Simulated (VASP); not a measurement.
# Ta (I4/mmm) in VASP: notebook, part 2 of 2

VASP 6.6.1. The steps go on from the part before.

### 3 Single point, PBE (strain -0.015 along x and y, +0.015 along z)

INCAR

```
PREC = Accurate
ENCUT = 520
EDIFF = 1E-6
ISMEAR = 0
SIGMA = 0.15
LREAL = F
LASPH = T
NELM = 80
ALGO = Normal
ISIF = 2
LWAVE = F
LCHARG = F
GGA = PE
NBANDS = 12
```

KPOINTS

```
regular mesh
0
Gamma
  20 20 20
```

POSCAR

```
Ta
1.0
   -1.6265108000      1.6265108000      1.6760492000
    1.6265108000     -1.6265108000      1.6760492000
    1.6265108000      1.6265108000     -1.6760492000
Ta
1
Direct
    0.0000000000      0.0000000000      0.0000000000
```

Potentials or basis: VASP PAW PBE potentials, release 64 (Ta_pv).

The run is started by

```bash
$ cat potpaw_PBE.64/Ta_pv/POTCAR > POTCAR
$ mpirun -np 1 vasp_std > vasp.out
```

It took 74 s on 1 thread of AMD EPYC 7R13 (Zen 3), shared host; peak memory 0.22 GiB.

Results (log left out):

```yaml
Free_energy: -11.8049 eV
Pressure: 6.6 GPa
```

Stress tensor (GPa, compression positive):
```
7.86 0.00 0.00
0.00 7.86 0.00
0.00 0.00 4.18
```

Levels at points of the mesh, in eV from the Fermi level:
| k point | band 4 | band 5 | band 6 | band 7 | band 8 | band 9 |
| --- | --- | --- | --- | --- | --- | --- |
| (0.00, 0.00, 0.00) | -7.97 | 0.62 | 0.62 | 1.00 | 3.80 | 4.32 |
| (0.50, 0.00, 0.00) | -4.45 | -1.44 | 1.59 | 3.72 | 4.99 | 7.91 |
| (0.50, 0.50, 0.00) | -4.43 | -1.84 | 1.82 | 4.31 | 5.19 | 8.01 |
| (0.50, 0.50, 0.50) | -3.94 | -3.84 | 6.89 | 7.01 | 7.01 | 8.29 |

Caveat: the cell differs from its parent crystal (strain -0.015 along x and y, +0.015 along z); spin-orbit coupling is left out, which moves the levels of the heavy elements.

### 4 Single point, PBE (strain +0.015 along x and y, -0.030 along z)

INCAR

```
SYSTEM = Ta
PREC = Accurate ; ENCUT = 520
EDIFF = 1E-6 ; ISMEAR = 0
SIGMA = 0.15 ; LREAL = .FALSE.
LASPH = .TRUE. ; NELM = 60
ALGO = Normal ; ISIF = 2
LWAVE = .FALSE. ; LCHARG = .FALSE.
GGA = PE ; NBANDS = 12
```

KPOINTS

```
Automatic mesh
0
G
  20 20 20
  0 0 0
```

POSCAR

```
Ta
1.0
   -1.6760492000      1.6760492000      1.6017416000
    1.6760492000     -1.6760492000      1.6017416000
    1.6760492000      1.6760492000     -1.6017416000
Ta
1
Direct
    0.0000000000      0.0000000000      0.0000000000
```

The run is started by

```bash
$ cat potpaw_PBE.64/Ta_pv/POTCAR > POTCAR
$ mpirun -np 1 vasp_std > vasp.out
```

Wall time 75 s (1 thread of AMD EPYC 7R13 (Zen 3), shared host); peak memory 0.22 GiB.

The run converged. Its results:

```yaml
Free_energy: -11.8082 eV
Pressure: 3.6 GPa
```

Stress tensor (GPa, compression positive):
```
1.92 0.00 0.00
0.00 1.92 0.00
0.00 0.00 6.97
```

Levels at points of the mesh, in eV from the Fermi level:
```tsv
k point	band 3	band 4	band 5	band 6	band 7	band 8
(0.00, 0.00, 0.00)	-33.06	-7.92	0.36	0.95	0.95	3.58
(0.50, 0.00, 0.00)	-33.10	-4.37	-1.73	1.71	3.99	5.22
(0.50, 0.50, 0.00)	-33.06	-4.41	-1.13	1.37	3.37	4.66
(0.50, 0.50, 0.50)	-33.81	-3.87	-3.75	6.78	6.78	6.97
```

Caveat: the cell differs from its parent crystal (strain +0.015 along x and y, -0.030 along z); spin-orbit coupling is left out, which moves the levels of the heavy elements.

### 5 Single point, PBE (strain +0.015 along x and y, -0.015 along z)

INCAR

```
PREC = Accurate
ENCUT = 520
EDIFF = 1E-6
ISMEAR = 0
SIGMA = 0.15
LREAL = F
LASPH = T
NELM = 80
ALGO = Fast
ISIF = 2
LWAVE = F
LCHARG = F
GGA = PE
NBANDS = 12
```

KPOINTS

```
regular mesh
0
Gamma
  20 20 20
```

POSCAR

```
Ta
1.0
   -1.6760492000      1.6760492000      1.6265108000
    1.6760492000     -1.6760492000      1.6265108000
    1.6760492000      1.6760492000     -1.6265108000
Ta
1
Direct
    0.0000000000      0.0000000000      0.0000000000
```

Potentials or basis: VASP PAW PBE potentials, release 64 (Ta_pv).

The run is started by

```bash
$ cat potpaw_PBE.64/Ta_pv/POTCAR > POTCAR
$ mpirun -np 1 vasp_std > vasp.out
```

OUTCAR:

```text
PREC = Accurate
   ENCUT = 520
   EDIFF = 1E-6
   ISMEAR = 0
   LREAL = F
   LASPH = T
   NELM = 80
   ISIF = 2
   GGA = PE

 ion  position               nearest neighbor table
   1  0.000  0.000  0.000-

  LATTYP: Found a body centered tetragonal cell.
 ALAT       =     3.3520984000
 C/A-ratio  =     0.9704433498

  Lattice vectors:

 A1 = (  -1.6760492000,   1.6760492000,   1.6265108000)
 A2 = (   1.6760492000,  -1.6760492000,   1.6265108000)
 A3 = (   1.6760492000,   1.6760492000,  -1.6265108000)

[... 531 lines left out ...]
      4       0.7254      2.00000
      5       4.2756      2.00000
      6       5.2507      1.72832
      7       9.1128      0.00000
      8       9.7679      0.00000
      9      10.3298      0.00000
     10      18.9487      0.00000
     11      19.9894      0.00000
     12      20.4074      0.00000

 [... further k-points ...]
[... 5 lines left out ...]
  --------------------------------------------------------------------------------------
  -------------------------------------------------------------------------------------
  Total       -0.0862248     -0.0862248      0.2954572      0.0000000     -0.0000000      0.0000000
  in kB       -7.5587886     -7.5587886     25.9008874      0.0000000     -0.0000000      0.0000000
  external PRESSURE =       3.5944367 kB  Pullay stress =       0.0000000 kB

 VOLUME and BASIS-vectors are now :
 -----------------------------------------------------------------------------
  energy-cutoff  :      520.00
  volume of cell :       18.28
      direct lattice vectors                 reciprocal lattice vectors
    -1.676049200  1.676049200  1.626510800     0.000000000  0.298320598  0.307406505
     1.676049200 -1.676049200  1.626510800     0.298320598  0.000000000  0.307406505
     1.676049200  1.676049200 -1.626510800     0.298320598  0.298320598  0.000000000

 POSITION                                       TOTAL-FORCE (eV/Angst)
 -----------------------------------------------------------------------------------
      0.00000      0.00000      0.00000        -0.000000      0.000000     -0.000000
 -----------------------------------------------------------------------------------
    total drift:                                0.000000     -0.000000      0.000000

  FREE ENERGIE OF THE ION-ELECTRON SYSTEM (eV)
  ---------------------------------------------------
  free  energy   TOTEN  =       -11.8165525728 eV

  energy  without entropy=      -11.8016048388  energy(sigma->0) =      -11.80907871
```

Run time: 94 s. Hardware: 1 thread of AMD EPYC 7R13 (Zen 3), shared host; peak memory 0.22 GiB.

What came out:

```yaml
Free_energy: -11.8166 eV
Pressure: 0.4 GPa
```

Stress tensor (GPa, compression positive):
```
-0.76  0.00  0.00
 0.00 -0.76  0.00
 0.00  0.00  2.59
```

Caveat: the cell differs from its parent crystal (strain +0.015 along x and y, -0.015 along z); spin-orbit coupling is left out, which moves the levels of the heavy elements.

### 6 Single point, PBE (strain +0.030 along x and y, -0.030 along z)

INCAR

```
  PREC = Accurate
  ENCUT = 520
  EDIFF = 1E-6
  ISMEAR = 0
  SIGMA = 0.15
  LREAL = False
  LASPH = True
  NELM = 80
  ALGO = Normal
  ISIF = 2
  LWAVE = False
  LCHARG = False
  GGA = PE
  NBANDS = 12
```

KPOINTS is that of step 5.

POSCAR

```
Ta
1.0
   -1.7008184000      1.7008184000      1.6017416000
    1.7008184000     -1.7008184000      1.6017416000
    1.7008184000      1.7008184000     -1.6017416000
Ta
1
Direct
    0.0000000000      0.0000000000      0.0000000000
```

Potentials or basis: VASP PAW PBE potentials, release 64 (Ta_pv).

The run is started by

```bash
$ cat potpaw_PBE.64/Ta_pv/POTCAR > POTCAR
$ mpirun -np 1 vasp_std > vasp.out
```

OUTCAR:

```text
PREC = Accurate
   ENCUT = 520
   EDIFF = 1E-6
   ISMEAR = 0
   LREAL = False
   LASPH = True
   NELM = 80
   ISIF = 2
   GGA = PE

 ion  position               nearest neighbor table
   1  0.000  0.000  0.000-

  LATTYP: Found a body centered tetragonal cell.
 ALAT       =     3.4016368000
 C/A-ratio  =     0.9417475728

  Lattice vectors:

 A1 = (  -1.7008184000,   1.7008184000,   1.6017416000)
 A2 = (   1.7008184000,  -1.7008184000,   1.6017416000)
 A3 = (   1.7008184000,   1.7008184000,  -1.6017416000)
[... 530 lines left out ...]
      3     -27.9566      2.00000
      4       0.6691      2.00000
      5       4.1046      2.00000
      6       5.1695      1.65966
      7       9.0871      0.00000
      8       9.5417      0.00000
      9      10.1350      0.00000
     10      18.5582      0.00000
     11      19.8428      0.00000
     12      20.5055      0.00000

 [... further k-points ...]
[... 5 lines left out ...]
  --------------------------------------------------------------------------------------
  -------------------------------------------------------------------------------------
  Total       -0.4522413     -0.4522413      0.1869048      0.0000000      0.0000000     -0.0000000
  in kB      -39.0942094    -39.0942094     16.1570777      0.0000000      0.0000000     -0.0000000
  external PRESSURE =     -20.6771137 kB  Pullay stress =       0.0000000 kB

 VOLUME and BASIS-vectors are now :
 -----------------------------------------------------------------------------
  energy-cutoff  :      520.00
  volume of cell :       18.53
      direct lattice vectors                 reciprocal lattice vectors
    -1.700818400  1.700818400  1.601741600     0.000000000  0.293976123  0.312160214
     1.700818400 -1.700818400  1.601741600     0.293976123  0.000000000  0.312160214
     1.700818400  1.700818400 -1.601741600     0.293976123  0.293976123  0.000000000

 POSITION                                       TOTAL-FORCE (eV/Angst)
 -----------------------------------------------------------------------------------
      0.00000      0.00000      0.00000        -0.000000      0.000000      0.000000
 -----------------------------------------------------------------------------------
    total drift:                               -0.000000     -0.000000     -0.000000

  FREE ENERGIE OF THE ION-ELECTRON SYSTEM (eV)
  ---------------------------------------------------
  free  energy   TOTEN  =       -11.8047719680 eV

  energy  without entropy=      -11.7889466135  energy(sigma->0) =      -11.79685929
```

Wall time 75 s (1 thread of AMD EPYC 7R13 (Zen 3), shared host); peak memory 0.22 GiB.

Results:

```yaml
Free_energy: -11.8048 eV
Pressure: -2.1 GPa
```

Levels at points of the mesh, in eV from the Fermi level:
| k point | band 1 | band 2 | band 3 | band 4 | band 5 | band 6 | band 7 | band 8 | band 9 | band 10 |
| --- | --- | --- | --- | --- | --- | --- | --- | --- | --- | --- |
| (0.00, 0.00, 0.00) | -33.20 | -33.20 | -33.19 | -7.82 | 0.25 | 1.01 | 1.01 | 3.33 | 4.38 | 14.53 |
| (0.50, 0.00, 0.00) | -34.26 | -33.56 | -33.23 | -4.25 | -1.71 | 1.61 | 3.84 | 5.19 | 7.51 | 11.37 |
| (0.50, 0.50, 0.00) | -34.28 | -33.50 | -33.18 | -4.30 | -0.93 | 1.17 | 3.09 | 4.42 | 7.39 | 11.01 |
| (0.50, 0.50, 0.50) | -33.99 | -33.99 | -33.85 | -3.73 | -3.57 | 6.52 | 6.52 | 6.76 | 7.88 | 7.88 |

Caveat: the cell differs from its parent crystal (strain +0.030 along x and y, -0.030 along z); spin-orbit coupling is left out, which moves the levels of the heavy elements.

### 7 Overview

| cell | gap on the mesh (eV) | pressure (GPa) |
| --- | --- | --- |
| a = 2.832 Å, angles 108.7, 108.7, 111.1°, 1 atom | none | 10.1 |
| a = 2.846 Å, angles 110.3, 110.3, 107.8°, 1 atom | none | 6.6 |
| a = 2.861 Å, angles 108.3, 108.3, 111.9°, 1 atom | none | 3.6 |
| a = 2.875 Å, angles 108.7, 108.7, 111.1°, 1 atom | none | 0.4 |
| a = 2.890 Å, angles 107.9, 107.9, 112.7°, 1 atom | none | -2.1 |

Alike in all rows: task single point; level PBE; potentials or basis VASP PAW PBE potentials, release 64 (Ta_pv); no spin polarisation; k mesh 20 × 20 × 20; cutoff (eV) 520; smearing gaussian 0.15 eV.

Caveats: spin-orbit coupling is left out, which moves the levels of the heavy elements.

Absolute energies hang on the potentials; compare differences alone.
